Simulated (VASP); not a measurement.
# ScZn (Pm-3m) in VASP: notebook

ScZn is run at these levels: LDA; tasks: single point, relaxation of cell and atoms.

All numbers are computed with VASP 6.6.1; they aren't measurements. Logs are shortened: lines on timing, memory, paths and dates and some standing lists are left out, and cuts for length are marked.

## 1. The cell of the first run

Symmetry: Pm-3m, No. 221, cubic system. Conventional cell: a = 3.256 Å, b = 3.256 Å, c = 3.256 Å, α = 90.00°, β = 90.00°, γ = 90.00°. Within 3.7 Å of Sc (site symmetry m-3m) lie 8 Zn at 2.82 Å and 6 Sc at 3.26 Å. Zn (site symmetry m-3m) has 8 Sc at 2.82 Å and 6 Zn at 3.26 Å within 3.7 Å.

## 2. Single point, LDA

The input, INCAR:

```
ALGO = Normal
EDIFF = 1E-6
ENCUT = 520
GGA = CA
ISIF = 2
ISMEAR = -1
LASPH = True
LCHARG = False
LREAL = False
LWAVE = False
NBANDS = 18
NELM = 60
PREC = Accurate
SIGMA = 0.1
```

The input, KPOINTS:

```
k-points
0
Gamma
  7 7 7
```

The input, POSCAR:

```
ScZn
1.0
    3.2564884475      0.0000000000      0.0000000000
    0.0000000000      3.2564884475      0.0000000000
    0.0000000000      0.0000000000      3.2564884475
Sc Zn
1 1
Direct
    0.0000000000      0.0000000000      0.0000000000
    0.5000000000      0.5000000000      0.5000000000
```

Potentials or basis: VASP PAW LDA potentials, release 64 (Sc_sv, Zn).

Run with:

```console
> cat potpaw_LDA.64/Sc_sv/POTCAR potpaw_LDA.64/Zn/POTCAR > POTCAR
> mpirun -np 1 vasp_std > vasp.out
```

OUTCAR:

```text
EDIFF = 1E-6
   ENCUT = 520
   GGA = CA
   ISIF = 2
   ISMEAR = -1
   LASPH = True
   LREAL = False
   NELM = 60
   PREC = Accurate

 ion  position               nearest neighbor table
   1  0.000  0.000  0.000-   2 2.82   2 2.82   2 2.82   2 2.82   2 2.82   2 2.82   2 2.82   2 2.82

   2  0.500  0.500  0.500-   1 2.82   1 2.82   1 2.82   1 2.82   1 2.82   1 2.82   1 2.82   1 2.82

  LATTYP: Found a simple cubic cell.
 ALAT       =     3.2564884475

  Lattice vectors:

 A1 = (   3.2564884475,   0.0000000000,   0.0000000000)
 A2 = (   0.0000000000,   3.2564884475,   0.0000000000)
 A3 = (   0.0000000000,   0.0000000000,   3.2564884475)

Analysis of symmetry for initial positions (statically):
=====================================================================
 Subroutine PRICEL returns:
 Original cell was already a primitive cell.

 Routine SETGRP: Setting up the symmetry group for a
 simple cubic supercell.

 Subroutine GETGRP returns: Found 48 space group operations
 (whereof 48 operations were pure point group operations)
 out of a pool of 48 trial point group operations.

The static configuration has the point symmetry O_h .

Analysis of symmetry for dynamics (positions and initial velocities):
=====================================================================
 Subroutine PRICEL returns:
 Original cell was already a primitive cell.

 Routine SETGRP: Setting up the symmetry group for a
 simple cubic supercell.

 Subroutine GETGRP returns: Found 48 space group operations
 (whereof 48 operations were pure point group operations)
 out of a pool of 48 trial point group operations.

The dynamic configuration has the point symmetry O_h .

 Subroutine INISYM returns: Found 48 space group operations
 (whereof 48 operations are pure point group operations),
 and found     1 'primitive' translations

----------------------------------------------------------------------------------------

                                     Primitive cell

  volume of cell :      34.5341

  direct lattice vectors                    reciprocal lattice vectors
     3.256488448  0.000000000  0.000000000     0.307079241  0.000000000  0.000000000
     0.000000000  3.256488448  0.000000000     0.000000000  0.307079241  0.000000000
     0.000000000  0.000000000  3.256488448     0.000000000  0.000000000  0.307079241

  length of vectors
     3.256488448  3.256488448  3.256488448     0.307079241  0.307079241  0.307079241

  position of ions in fractional coordinates (direct lattice)
     0.000000000  0.000000000  0.000000000
     0.500000000  0.500000000  0.500000000

  ion indices of the primitive-cell ions
   primitive index   ion index
                 1           1
                 2           2

----------------------------------------------------------------------------------------

 KPOINTS: k-points

Automatic generation of k-mesh.
 Grid dimensions read from file:
 generate k-points for:    7    7    7

 Generating k-lattice:

  Cartesian coordinates                     Fractional coordinates (reciprocal lattice)
     0.043868463  0.000000000  0.000000000     0.142857143  0.000000000  0.000000000
     0.000000000  0.043868463  0.000000000     0.000000000  0.142857143  0.000000000
     0.000000000  0.000000000  0.043868463     0.000000000  0.000000000  0.142857143

  Length of vectors
     0.043868463  0.043868463  0.043868463

  Shift w.r.t. Gamma in fractional coordinates (k-lattice)
     0.000000000  0.000000000  0.000000000

 Subroutine IBZKPT returns following result:
 ===========================================

 Found     20 irreducible k-points:

 Following reciprocal coordinates:
            Coordinates               Weight
  0.000000  0.000000  0.000000      1.000000
  0.142857  0.000000  0.000000      6.000000
  0.285714  0.000000  0.000000      6.000000
  0.428571  0.000000  0.000000      6.000000
  0.142857  0.142857  0.000000     12.000000
  0.285714  0.142857  0.000000     24.000000
[... 12 lines left out ...]
  0.428571  0.428571  0.285714     24.000000
  0.428571  0.428571  0.428571      8.000000
   k-points           NKPTS =     20   k-points in BZ     NKDIM =     20   number of bands    NBANDS=     18
   number of dos      NEDOS =    301   number of ions     NIONS =      2
   total plane-waves  NPLWV =  13824
   dimension x,y,z NGX =    24 NGY =   24 NGZ =   24
   dimension x,y,z NGXF=    48 NGYF=   48 NGZF=   48
   ions per type =               1   1
   NGX,Y,Z   is equivalent  to a cutoff of  12.25, 12.25, 12.25 a.u.
   NGXF,Y,Z  is equivalent  to a cutoff of  24.50, 24.50, 24.50 a.u.
 SYSTEM =  unknown system
   PREC   = accura    normal or accurate (medium, high low for compatibility)
   ISTART =      0    job   : 0-new  1-cont  2-samecut
   ICHARG =      2    charge: 1-file 2-atom 10-const
   ISPIN  =      1    spin polarized calculation?
   LNONCOLLINEAR =      F non collinear calculations
   LSORBIT =      F    spin-orbit coupling
   LASPH  =      T    aspherical Exc in radial PAW
   ENCUT  =  520.0 eV  38.22 Ry    6.18 a.u.   6.05  6.05  6.05*2*pi/ulx,y,z
   NELM   =     60;   NELMIN=  2; NELMDL= -5     # of ELM steps
   EDIFF  = 0.1E-05   stopping-criterion for ELM
   LREAL  =      F    real-space projection
   EDIFFG = 0.1E-04   stopping-criterion for IOM
   NSW    =      0    number of steps for IOM
   IBRION =     -1    ionic relax: 0-MD 1-quasi-New 2-CG
   NFREE  =      0    steps in history (QN), initial steepest desc. (CG)
   ISIF   =      2    stress and relaxation
   ISYM   =      2    0-nonsym 1-usesym 2-fastsym
   POTIM  = 0.5000    time-step for ionic-motion
   TEBEG  =    0.0;   TEEND  =   0.0 temperature during run
   PSTRESS=    0.0 pullay stress
   NELECT =      23.0000    total number of electrons
   NUPDOWN=      -1.0000    fix difference up-down
   EMIN   =  10.00;   EMAX   =-10.00  energy-range for DOS
   EFERMI =   0.00;   METHOD = LEGACY
   ISMEAR =    -1;   SIGMA  =   0.10  broadening in eV -4-tet -1-fermi 0-gaus
   EFERMI_NEDOS =   21; number of points for ismear=-14 and -15
   IALGO  =     38    algorithm
   IMIX   =      4    mixing-type and parameters
     AMIX     =   0.40;   BMIX     =  1.00
     AMIX_MAG =   1.60;   BMIX_MAG =  1.00
  volume/ion in A,a.u.               =      17.27       116.52
  Fermi-wavevector in a.u.,A,eV,Ry     =   1.429666  2.701677 27.809556  2.043945
  Thomas-Fermi vector in A             =   2.549595
   LORBIT       =      0    0 simple, 1 ext, 2 COOP (PROOUT), +10 PAW based schemes
   GGA     = CA    functional components
   LHFCALC =     F    Hartree Fock is set to
   AEXX    =    0.0000 exact exchange contribution
   IVDW    =     0    specifies the selected vdW correction
   LEPSILON=     F    determine dielectric tensor
   LRPA    =     F    only Hartree local field effects (RPA)
 non-spin polarized calculation
  energy-cutoff  :      520.00
  volume of cell :       34.53
 maximum number of plane-waves:       941
   NGX = 13   NGY = 13   NGZ = 13

 number of electron      23.0000001 magnetization

 Free energy of the ion-electron system (eV)
  ---------------------------------------------------
  ext. energy  EPLUGINS =         0.00000000
  ---------------------------------------------------
  free energy    TOTEN  =        -9.43703493 eV

  energy without entropy =       -9.37806910  energy(sigma->0) =       -9.40755202

 E-fermi :   3.9443     XC(G=0): -11.5080

 val. band max:        3.9442471779   @ k =   0.1429   0.1429   0.0000
 cond. band min:       4.0016776228   @ k =   0.1429   0.1429   0.0000
 fundamental gap:      0.0574304449
 Fermi energy:         3.9443408379

 k-point     1 :       0.0000    0.0000    0.0000
  band No.  band energies     occupation
      1     -44.8478      2.00000
      2     -23.7281      2.00000
      3     -23.7281      2.00000
      4     -23.7281      2.00000
      5      -3.9682      2.00000
      6      -3.4560      2.00000
[... 10 lines left out ...]
     17       9.7566      0.00000
     18       9.7566      0.00000

 k-point     2 :       0.1429    0.0000    0.0000
  band No.  band energies     occupation
      1     -44.8434      2.00000
      2     -23.7764      2.00000
      3     -23.7242      2.00000
      4     -23.7242      2.00000
      5      -3.6532      2.00000
      6      -3.4355      2.00000
[... 10 lines left out ...]
     17      10.6255      0.00000
     18      10.6255      0.00000

 k-point     3 :       0.2857    0.0000    0.0000
  band No.  band energies     occupation
      1     -44.8334      2.00000
      2     -23.8834      2.00000
      3     -23.7152      2.00000
      4     -23.7152      2.00000
      5      -3.3893      2.00000
      6      -3.3452      2.00000
[... 10 lines left out ...]
     17      12.3594      0.00000
     18      12.3594      0.00000

 k-point     4 :       0.4286    0.0000    0.0000
  band No.  band energies     occupation
      1     -44.8253      2.00000
      2     -23.9677      2.00000
      3     -23.7080      2.00000
      4     -23.7080      2.00000
      5      -3.3519      2.00000
      6      -3.2600      2.00000
[... 291 lines left out ...]
      4     -23.8333      2.00000
      5      -3.3544      2.00000
      6      -3.2769      2.00000
[... 10 lines left out ...]
     17       8.9577      0.00000
     18      11.6096      0.00000

 k-point    19 :       0.4286    0.4286    0.2857
  band No.  band energies     occupation
      1     -44.7904      2.00000
      2     -23.9132      2.00000
      3     -23.9119      2.00000
      4     -23.8261      2.00000
      5      -3.3745      2.00000
      6      -3.2910      2.00000
[... 10 lines left out ...]
     17       8.7756      0.00000
     18      10.9442      0.00000

 k-point    20 :       0.4286    0.4286    0.4286
  band No.  band energies     occupation
      1     -44.7829      2.00000
      2     -23.9032      2.00000
      3     -23.9020      2.00000
      4     -23.9020      2.00000
      5      -3.3396      2.00000
      6      -3.3185      2.00000
[... 10 lines left out ...]
     17       9.8827      0.00000
     18       9.8827      0.00000

------------------------ aborting loop because EDIFF is reached ----------------------------------------

  FORCE on cell =-STRESS in cart. coord.  units (eV):
  Direction    XX          YY          ZZ          XY          YZ          ZX
  --------------------------------------------------------------------------------------
  -------------------------------------------------------------------------------------
  Total        0.0669016      0.0669016      0.0669016      0.0000000     -0.0000000      0.0000000
  in kB        3.1038320      3.1038320      3.1038320      0.0000000     -0.0000000      0.0000000
  external PRESSURE =       3.1038320 kB  Pullay stress =       0.0000000 kB

 VOLUME and BASIS-vectors are now :
 -----------------------------------------------------------------------------
  energy-cutoff  :      520.00
  volume of cell :       34.53
      direct lattice vectors                 reciprocal lattice vectors
     3.256488448  0.000000000  0.000000000     0.307079241  0.000000000  0.000000000
     0.000000000  3.256488448  0.000000000     0.000000000  0.307079241  0.000000000
     0.000000000  0.000000000  3.256488448     0.000000000  0.000000000  0.307079241

 POSITION                                       TOTAL-FORCE (eV/Angst)
 -----------------------------------------------------------------------------------
      0.00000      0.00000      0.00000         0.000000      0.000000      0.000000
      1.62824      1.62824      1.62824         0.000000      0.000000      0.000000
 -----------------------------------------------------------------------------------
    total drift:                                0.000000      0.000000     -0.000000

  FREE ENERGIE OF THE ION-ELECTRON SYSTEM (eV)
  ---------------------------------------------------
  free  energy   TOTEN  =        -9.4370349276 eV

  energy  without entropy=       -9.3780691038  energy(sigma->0) =       -9.40755202
```

Wall time 11 s (1 thread of Intel Xeon 8259CL, shared host); peak memory 0.13 GiB.

Results:

- Free energy: -9.4370 eV
- Pressure: 0.3 GPa

Levels at points of the mesh, in eV from the Fermi level:
| k point | band 9 | band 10 | band 11 | band 12 | band 13 | band 14 |
| --- | --- | --- | --- | --- | --- | --- |
| (0.00, 0.00, 0.00) | -7.05 | -7.05 | 0.08 | 0.08 | 3.20 | 3.20 |

## 3. Relaxation of cell and atoms, LDA

This run uses another cell than the first one, of 18.80 Å³/atom, 1.089 times its volume.

The input, INCAR:

```
SYSTEM = ScZn
PREC = Accurate
ENCUT = 600
EDIFF = 1E-6
ISMEAR = -1
SIGMA = 0.1
LREAL = .FALSE.
LASPH = .TRUE.
NELM = 100
ALGO = Normal
ISIF = 3
LWAVE = .FALSE.
LCHARG = .FALSE.
GGA = CA
IBRION = 2
NSW = 60
EDIFFG = -0.02
```

The input, KPOINTS:

```
Automatic mesh
0
G
  7 7 7
  0 0 0
```

The input, POSCAR:

```
ScZn
1.0
    3.3500000000      0.0000000000      0.0000000000
    0.0000000000      3.3500000000      0.0000000000
    0.0000000000      0.0000000000      3.3500000000
Sc Zn
1 1
Direct
    0.0000000000      0.0000000000      0.0000000000
    0.5000000000      0.5000000000      0.5000000000
```

Potentials or basis: VASP PAW LDA potentials, release 64 (Sc_sv, Zn).

Run with:

```console
> cat potpaw_LDA.64/Sc_sv/POTCAR potpaw_LDA.64/Zn/POTCAR > POTCAR
> mpirun -np 1 vasp_std > vasp.out
```

Run time: 44 s. Hardware: 1 thread of Intel Xeon 8259CL, shared host; peak memory 0.15 GiB.

Results (log left out):

| Quantity | Value |
| --- | --- |
| Free energy | -9.4378 eV |
| Relaxed volume | 17.34 Å³/atom |
| Relaxed cell | a = 3.261 Å, b = 3.261 Å, c = 3.261 Å, α = 90.00°, β = 90.00°, γ = 90.00° |
| Space group after relaxing (to 0.05 Å) | Pm-3m (No. 221) |
| Energy gained by relaxing | 30.5 meV/atom |
| Ionic steps | 3 |
| Pressure after relaxing | 0.0 GPa |

Step by step:
| step | energy change (eV) | largest force (eV/Å) | pressure (GPa) | volume (Å³) |
| --- | --- | --- | --- | --- |
| 1 | 0.0000 | 0.0000 | -6.29 | 37.60 |
| 2 | -0.0532 | 0.0000 | 2.75 | 33.72 |
| 3 | -0.0610 | 0.0000 | 0.03 | 34.68 |

Final structure:
```cif
data_structure
_symmetry_space_group_name_H-M 'P 1'
_symmetry_Int_Tables_number 1
_cell_length_a 3.2611
_cell_length_b 3.2611
_cell_length_c 3.2611
_cell_angle_alpha 90.000
_cell_angle_beta 90.000
_cell_angle_gamma 90.000
_cell_volume 34.68
loop_
_atom_site_label
_atom_site_type_symbol
_atom_site_fract_x
_atom_site_fract_y
_atom_site_fract_z
_atom_site_occupancy
Sc1 Sc 0.00000 0.00000 0.00000 1
Zn1 Zn 0.50000 0.50000 0.50000 1
```

Levels at points of the mesh, in eV from the Fermi level:
| k point | band 7 | band 8 | band 9 | band 10 | band 11 | band 12 | band 13 | band 14 | band 15 |
| --- | --- | --- | --- | --- | --- | --- | --- | --- | --- |
| (0.00, 0.00, 0.00) | -7.39 | -7.04 | -7.04 | -7.04 | 0.08 | 0.08 | 3.19 | 3.19 | 3.19 |

LDA usually gives volumes a few per cent too small. Zero-point motion and thermal expansion aren't in these numbers.
